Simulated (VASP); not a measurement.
# W (Im-3m) in VASP: a series of runs

The runs below take W through single point, with LDA.

Program: VASP 6.6.1. These are calculated values, not measurements. Logs are shortened: lines on timing, memory, paths and dates and some standing lists are left out, and cuts for length are marked.

### 1 The cell of the first run

It takes space group Im-3m (No. 229, cubic). Conventional cell: a = 3.136 Å, b = 3.136 Å, c = 3.136 Å, α = 90.00°, β = 90.00°, γ = 90.00°. W (site symmetry m-3m) has 14 W at 2.72 to 3.14 Å within 3.6 Å.

### 2 Single point, LDA

Input file INCAR:

```
ALGO = Normal
EDIFF = 1E-6
ENCUT = 520
GGA = CA
ISIF = 2
ISMEAR = 0
LASPH = T
LCHARG = F
LREAL = F
LWAVE = F
NBANDS = 13
NELM = 60
PREC = Accurate
SIGMA = 0.1
```

Input file KPOINTS:

```
k-points
0
Gamma
  18 18 18
```

Input file POSCAR:

```
W
1.0
   -1.5679411336      1.5679411336      1.5679411336
    1.5679411336     -1.5679411336      1.5679411336
    1.5679411336      1.5679411336     -1.5679411336
W
1
Direct
    0.0000000000      0.0000000000      0.0000000000
```

Potentials or basis: VASP PAW LDA potentials, release 64 (W_sv).

The run is started by

```bash
> cat potpaw_LDA.64/W_sv/POTCAR > POTCAR
> mpirun -np 1 vasp_std > vasp.out
```

OUTCAR:

```text
EDIFF = 1E-6
   ENCUT = 520
   GGA = CA
   ISIF = 2
   ISMEAR = 0
   LASPH = T
   LREAL = F
   NELM = 60
   PREC = Accurate

 ion  position               nearest neighbor table
   1  0.000  0.000  0.000-

  LATTYP: Found a body centered cubic cell.
 ALAT       =     3.1358822672

  Lattice vectors:

 A1 = (  -1.5679411336,   1.5679411336,   1.5679411336)
 A2 = (   1.5679411336,  -1.5679411336,   1.5679411336)
 A3 = (   1.5679411336,   1.5679411336,  -1.5679411336)

Analysis of symmetry for initial positions (statically):
=====================================================================
 Subroutine PRICEL returns:
 Original cell was already a primitive cell.

 Routine SETGRP: Setting up the symmetry group for a
 body centered cubic supercell.

 Subroutine GETGRP returns: Found 48 space group operations
[... 9 lines left out ...]

 Routine SETGRP: Setting up the symmetry group for a
 body centered cubic supercell.

 Subroutine GETGRP returns: Found 48 space group operations
[... 11 lines left out ...]
                                     Primitive cell

  volume of cell :      15.4188

  direct lattice vectors                    reciprocal lattice vectors
    -1.567941134  1.567941134  1.567941134     0.000000000  0.318889523  0.318889523
     1.567941134 -1.567941134  1.567941134     0.318889523  0.000000000  0.318889523
     1.567941134  1.567941134 -1.567941134     0.318889523  0.318889523  0.000000000

  length of vectors
     2.715753707  2.715753707  2.715753707     0.450977888  0.450977888  0.450977888

  position of ions in fractional coordinates (direct lattice)
     0.000000000  0.000000000  0.000000000

  ion indices of the primitive-cell ions
   primitive index   ion index
                 1           1

----------------------------------------------------------------------------------------

 KPOINTS: k-points

Automatic generation of k-mesh.
 Grid dimensions read from file:
 generate k-points for:   18   18   18

 Generating k-lattice:

  Cartesian coordinates                     Fractional coordinates (reciprocal lattice)
     0.000000000  0.017716085  0.017716085     0.055555556  0.000000000  0.000000000
     0.017716085  0.000000000  0.017716085     0.000000000  0.055555556  0.000000000
     0.017716085  0.017716085  0.000000000     0.000000000  0.000000000  0.055555556

  Length of vectors
     0.025054327  0.025054327  0.025054327

[... 51 lines left out ...]
   ENCUT  =  520.0 eV  38.22 Ry    6.18 a.u.   5.05  5.05  5.05*2*pi/ulx,y,z
   NELM   =     60;   NELMIN=  2; NELMDL= -5     # of ELM steps
   EDIFF  = 0.1E-05   stopping-criterion for ELM
   LREAL  =      F    real-space projection
   EDIFFG = 0.1E-04   stopping-criterion for IOM
   NSW    =      0    number of steps for IOM
   IBRION =     -1    ionic relax: 0-MD 1-quasi-New 2-CG
   NFREE  =      0    steps in history (QN), initial steepest desc. (CG)
   ISIF   =      2    stress and relaxation
   ISYM   =      2    0-nonsym 1-usesym 2-fastsym
   POTIM  = 0.5000    time-step for ionic-motion
   TEBEG  =    0.0;   TEEND  =   0.0 temperature during run
   PSTRESS=    0.0 pullay stress
   NELECT =      14.0000    total number of electrons
   NUPDOWN=      -1.0000    fix difference up-down
   EMIN   =  10.00;   EMAX   =-10.00  energy-range for DOS
   EFERMI =   0.00;   METHOD = LEGACY
   ISMEAR =     0;   SIGMA  =   0.10  broadening in eV -4-tet -1-fermi 0-gaus
   EFERMI_NEDOS =   21; number of points for ismear=-14 and -15
   IALGO  =     38    algorithm
   IMIX   =      4    mixing-type and parameters
     AMIX     =   0.40;   BMIX     =  1.00
     AMIX_MAG =   1.60;   BMIX_MAG =  1.00
  volume/ion in A,a.u.               =      15.42       104.05
  Fermi-wavevector in a.u.,A,eV,Ry     =   1.585262  2.995711 34.192204  2.513056
  Thomas-Fermi vector in A             =   2.684754
   LORBIT       =      0    0 simple, 1 ext, 2 COOP (PROOUT), +10 PAW based schemes
   GGA     = CA    functional components
   LHFCALC =     F    Hartree Fock is set to
   AEXX    =    0.0000 exact exchange contribution
   IVDW    =     0    specifies the selected vdW correction
   LEPSILON=     F    determine dielectric tensor
   LRPA    =     F    only Hartree local field effects (RPA)
 non-spin polarized calculation
 Gauss-broadening in eV      SIGMA  =   0.10
  energy-cutoff  :      520.00
  volume of cell :       15.42
 maximum number of plane-waves:       430
   NGX =  9   NGY =  9   NGZ =  9

 number of electron      14.0000004 magnetization

 Free energy of the ion-electron system (eV)
  ---------------------------------------------------
  ext. energy  EPLUGINS =         0.00000000
  ---------------------------------------------------
  free energy    TOTEN  =       -14.10069505 eV

  energy without entropy =      -14.09694535  energy(sigma->0) =      -14.09882020

 E-fermi :  11.7136     XC(G=0): -13.9859

 val. band max:       11.6916889047   @ k =   0.3889   0.0556   0.0556
 cond. band min:      11.7143558521   @ k =  -0.2778   0.3333   0.2222
 fundamental gap:      0.0226669474
 Fermi energy:        11.7135760459

 k-point     1 :       0.0000    0.0000    0.0000
  band No.  band energies     occupation
      1     -61.9889      2.00000
      2     -25.7525      2.00000
      3     -25.7525      2.00000
      4     -25.7525      2.00000
      5       2.0320      2.00000
      6      10.4173      2.00000
      7      10.4173      2.00000
      8      10.4173      2.00000
      9      13.9791      0.00000
     10      13.9791      0.00000
     11      26.3635      0.00000
     12      26.3635      0.00000
     13      26.3635      0.00000
[... 354 lines left out ...]
  band No.  band energies     occupation
      1     -61.8325      2.00000
      2     -27.0986      2.00000
      3     -26.2564      2.00000
      4     -25.8255      2.00000
      5       5.7516      2.00000
      6       8.1721      2.00000
      7      11.2737      2.00000
      8      13.7765      0.00000
      9      15.1605      0.00000
     10      18.4117      0.00000
     11      23.0611      0.00000
     12      24.5135      0.00000
     13      29.0185      0.00000

 [... further k-points ...]
[... 5 lines left out ...]
  --------------------------------------------------------------------------------------
  -------------------------------------------------------------------------------------
  Total        0.1880348      0.1880348      0.1880348     -0.0000000      0.0000000     -0.0000000
  in kB       19.5388790     19.5388790     19.5388790     -0.0000000      0.0000000     -0.0000000
  external PRESSURE =      19.5388790 kB  Pullay stress =       0.0000000 kB

 VOLUME and BASIS-vectors are now :
 -----------------------------------------------------------------------------
  energy-cutoff  :      520.00
  volume of cell :       15.42
      direct lattice vectors                 reciprocal lattice vectors
    -1.567941134  1.567941134  1.567941134     0.000000000  0.318889523  0.318889523
     1.567941134 -1.567941134  1.567941134     0.318889523  0.000000000  0.318889523
     1.567941134  1.567941134 -1.567941134     0.318889523  0.318889523  0.000000000

 POSITION                                       TOTAL-FORCE (eV/Angst)
 -----------------------------------------------------------------------------------
      0.00000      0.00000      0.00000        -0.000000      0.000000     -0.000000
 -----------------------------------------------------------------------------------
    total drift:                                0.000000     -0.000000      0.000000

  FREE ENERGIE OF THE ION-ELECTRON SYSTEM (eV)
  ---------------------------------------------------
  free  energy   TOTEN  =       -14.1006950491 eV

  energy  without entropy=      -14.0969453503  energy(sigma->0) =      -14.09882020
```

Wall time 15 s (1 thread of Intel Xeon Platinum 8488C (Sapphire Rapids), shared host); peak memory 0.14 GiB.

Results:

- Free energy: -14.1007 eV
- Pressure: 2.0 GPa
- Band gap on the k mesh: zero (band 7 reaches 17.07 eV, above the bottom of band 8 at 10.42 eV)

Caveat: spin-orbit coupling is left out, which moves the levels of the heavy elements.

### 3 Single point, LDA (volume scaled by 0.98)

Input file INCAR:

```
SYSTEM = W
ALGO = Normal
EDIFF = 1E-7
ENCUT = 520
GGA = CA
ISIF = 2
ISMEAR = -1
LASPH = .True.
LCHARG = .False.
LREAL = .False.
LWAVE = .False.
NBANDS = 13
NELM = 100
PREC = Accurate
SIGMA = 0.15
```

Input file KPOINTS:

```
k-points
0
Gamma
  20 20 20
  0 0 0
```

Input file POSCAR:

```
W
1.0
   -1.5571381974      1.5571381974      1.5571381974
    1.5571381974     -1.5571381974      1.5571381974
    1.5571381974      1.5571381974     -1.5571381974
W
1
Direct
    0.0000000000      0.0000000000      0.0000000000
```

Potentials or basis: VASP PAW LDA potentials, release 64 (W_sv).

The run is started by

```bash
> cat potpaw_LDA.64/W_sv/POTCAR > POTCAR
> mpirun -np 1 vasp_std > vasp.out
```

OUTCAR:

```text
SYSTEM = W
   EDIFF = 1E-7
   ENCUT = 520
   GGA = CA
   ISIF = 2
   ISMEAR = -1
   LASPH = .True.
   LREAL = .False.
   NELM = 100
   PREC = Accurate

 ion  position               nearest neighbor table
   1  0.000  0.000  0.000-

  LATTYP: Found a body centered cubic cell.
 ALAT       =     3.1142763948

  Lattice vectors:

 A1 = (  -1.5571381974,   1.5571381974,   1.5571381974)
 A2 = (   1.5571381974,  -1.5571381974,   1.5571381974)
[... 553 lines left out ...]
      4     -25.4381      2.00000
      5       5.6194      2.00000
      6       8.9662      2.00000
      7       9.8452      2.00000
      8      13.5769      0.00008
      9      15.0196      0.00000
     10      15.4251      0.00000
     11      26.4437      0.00000
     12      28.2235      0.00000
     13      32.2420      0.00000

 [... further k-points ...]
[... 5 lines left out ...]
  --------------------------------------------------------------------------------------
  -------------------------------------------------------------------------------------
  Total        0.8664910      0.8664910      0.8664910      0.0000000      0.0000000     -0.0000000
  in kB       91.9248968     91.9248968     91.9248968      0.0000000      0.0000000     -0.0000000
  external PRESSURE =      91.9248968 kB  Pullay stress =       0.0000000 kB

 VOLUME and BASIS-vectors are now :
 -----------------------------------------------------------------------------
  energy-cutoff  :      520.00
  volume of cell :       15.10
      direct lattice vectors                 reciprocal lattice vectors
    -1.557138197  1.557138197  1.557138197     0.000000000  0.321101878  0.321101878
     1.557138197 -1.557138197  1.557138197     0.321101878  0.000000000  0.321101878
     1.557138197  1.557138197 -1.557138197     0.321101878  0.321101878  0.000000000

 POSITION                                       TOTAL-FORCE (eV/Angst)
 -----------------------------------------------------------------------------------
      0.00000      0.00000      0.00000        -0.000000     -0.000000     -0.000000
 -----------------------------------------------------------------------------------
    total drift:                                0.000000     -0.000000      0.000000

  FREE ENERGIE OF THE ION-ELECTRON SYSTEM (eV)
  ---------------------------------------------------
  free  energy   TOTEN  =       -14.1128556256 eV

  energy  without entropy=      -14.0785528363  energy(sigma->0) =      -14.09570423
```

stdout:

```text
POSCAR found type information on POSCAR W
 POSCAR found :  1 types and       1 ions
 scaLAPACK will be used
 LDA part: xc-table for (Slater(with rela. corr.)+CA(PZ))
 , standard interpolation
 POSCAR, INCAR and KPOINTS ok, starting setup
 FFT: planning ... GRIDC
 FFT: planning ... GRID_SOFT
 FFT: planning ... GRID
 WAVECAR not read
 entering main loop
```

It took 21 s on 1 thread of Intel Xeon Platinum 8488C (Sapphire Rapids), shared host; peak memory 0.15 GiB.

What came out:

- Free energy: -14.1129 eV
- Pressure: 9.2 GPa
- Band gap on the k mesh: zero (band 7 reaches 17.55 eV, above the bottom of band 8 at 10.69 eV)

Caveat: spin-orbit coupling is left out, which moves the levels of the heavy elements.

### 4 Single point, LDA

Input file INCAR:

```
SYSTEM = W
  ALGO = Normal
  EDIFF = 1E-6
  ENCUT = 520
  ISIF = 2
  ISMEAR = -1
  LASPH = .True.
  LCHARG = .False.
  LREAL = .False.
  LWAVE = .False.
  NBANDS = 13
  NELM = 100
  PREC = Accurate
  SIGMA = 0.15
```

KPOINTS is that of step 3.

Input file POSCAR:

```
W
1.0
   -1.5676597206      1.5676597206      1.5676597206
    1.5676597206     -1.5676597206      1.5676597206
    1.5676597206      1.5676597206     -1.5676597206
W
1
Direct
    0.0000000000      0.0000000000      0.0000000000
```

The run is started by

```bash
> cat potpaw_LDA.64/W_sv/POTCAR > POTCAR
> mpirun -np 1 vasp_std > vasp.out
```

It took 20 s on 1 thread of Intel Xeon Platinum 8488C (Sapphire Rapids), shared host; peak memory 0.15 GiB.

The run converged. Its results:

- Free energy: -14.1237 eV
- Pressure: 2.0 GPa
- Band gap on the k mesh: zero (band 7 reaches 17.09 eV, above the bottom of band 8 at 10.43 eV)

Levels at points of the mesh, in eV from the Fermi level:
```csv
k point,band 4,band 5,band 6,band 7,band 8,band 9,band 10,band 11
"(0.00, 0.00, 0.00)",-37.49,-9.71,-1.32,-1.32,-1.32,2.24,2.24,14.63
"(0.50, 0.00, 0.00)",-37.50,-6.45,-3.74,0.93,2.17,3.16,6.38,11.54
"(0.50, 0.50, 0.50)",-38.49,-6.09,-6.09,5.34,5.34,5.34,8.57,8.57
```

Caveat: spin-orbit coupling is left out, which moves the levels of the heavy elements.

### 5 Single point, LDA (volume scaled by 1.02)

Input file INCAR:

```
SYSTEM = W
PREC = Accurate
ENCUT = 520
EDIFF = 1E-6
ISMEAR = -1
SIGMA = 0.15
LREAL = .FALSE.
LASPH = .TRUE.
NELM = 80
ALGO = Normal
ISIF = 2
LWAVE = .FALSE.
LCHARG = .FALSE.
NBANDS = 13
```

Input file KPOINTS:

```
regular mesh
0
G
  20 20 20
  0 0 0
```

Input file POSCAR:

```
W
1.0
   -1.5780418756      1.5780418756      1.5780418756
    1.5780418756     -1.5780418756      1.5780418756
    1.5780418756      1.5780418756     -1.5780418756
W
1
Direct
    0.0000000000      0.0000000000      0.0000000000
```

The run is started by

```bash
> cat potpaw_LDA.64/W_sv/POTCAR > POTCAR
> mpirun -np 1 vasp_std > vasp.out
```

It took 21 s on 1 thread of Intel Xeon Platinum 8488C (Sapphire Rapids), shared host; peak memory 0.15 GiB.

It converged, with:

| Property | Result |
| --- | --- |
| Free energy | -14.1213 eV |
| Pressure | -4.6 GPa |
| Band gap on the k mesh | zero (band 7 reaches 16.65 eV, above the bottom of band 8 at 10.17 eV) |

Levels at points of the mesh, in eV from the Fermi level:
| k point | band 4 | band 5 | band 6 | band 7 | band 8 | band 9 | band 10 | band 11 |
| --- | --- | --- | --- | --- | --- | --- | --- | --- |
| (0.00, 0.00, 0.00) | -37.53 | -9.59 | -1.28 | -1.28 | -1.28 | 2.20 | 2.20 | 14.59 |
| (0.50, 0.00, 0.00) | -37.54 | -6.31 | -3.63 | 0.86 | 2.11 | 3.08 | 6.21 | 11.22 |
| (0.50, 0.50, 0.50) | -38.48 | -5.92 | -5.92 | 5.20 | 5.20 | 5.20 | 8.42 | 8.42 |

Caveat: spin-orbit coupling is left out, which moves the levels of the heavy elements.

### 6 Summary

| cell | k mesh | smearing | gap on the mesh (eV) | pressure (GPa) |
| --- | --- | --- | --- | --- |
| a = 2.716 Å, angles 109.5°, 1 atom | 18 × 18 × 18 | gaussian 0.1 eV | none | 2.0 |
| a = 2.697 Å, angles 109.5°, 1 atom | 20 × 20 × 20 | fermi-dirac 0.15 eV | none | 9.2 |
| a = 2.715 Å, angles 109.5°, 1 atom | 20 × 20 × 20 | fermi-dirac 0.15 eV | none | 2.0 |
| a = 2.733 Å, angles 109.5°, 1 atom | 20 × 20 × 20 | fermi-dirac 0.15 eV | none | -4.6 |

Alike in all rows: task single point; level LDA; potentials or basis VASP PAW LDA potentials, release 64 (W_sv); no spin polarisation; cutoff (eV) 520.

Caveats: spin-orbit coupling is left out, which moves the levels of the heavy elements.

Total energies depend on the potentials used, so only differences within one code and one set of settings carry meaning.
